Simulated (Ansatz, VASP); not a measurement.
# One calculation of SnSe4, two programs

```
Se Sn
1.0
     3.81892    0.00000    0.00000
    -1.90946    3.30728    0.00000
     0.00000    0.00000   24.11915
Se Sn
4 1
Direct
  0.33333 0.66667 0.36120
  0.66667 0.33333 0.42773
  0.33333 0.66667 0.57227
  0.66667 0.33333 0.63880
  0.00000 0.00000 0.50000
```

Alike in both runs: functional PBEsol; k mesh 9 × 9 × 1; occupations gaussian, width 0.05 eV; no spin polarisation.

Ansatz relaxed the structure, and its values are those at the end. VASP's run is a single point on that final structure, the one shown.

|  | VASP | Ansatz |
| --- | --- | --- |
| version | VASP 6.6.1 | Ansatz 0.2.0 |
| potentials or method | VASP PAW PBE potentials, release 64 (Se, Sn_d), cutoff 520 eV | scalar-relativistic, plane waves, PAW |
| valence electrons in the cell | 38 | 78 |

VASP gave:

| Property | Result |
| --- | --- |
| gap on the k mesh at the Fermi level (eV) | 0.03 |
| least direct gap on the mesh (eV) | 0.03 |
| rms of the force components (eV/Å) | 0.006 |

Question: Which values does Ansatz return?

Answer: gap on the k mesh at the Fermi level (eV): 0.02; least direct gap on the mesh (eV): 0.02; rms of the force components (eV/Å): 0.004.

VASP's potentials were made for PBE, not for PBEsol. VASP's potentials hold 38 valence electrons a cell and Ansatz's 78, so a difference there can come from the potentials and not from the codes.
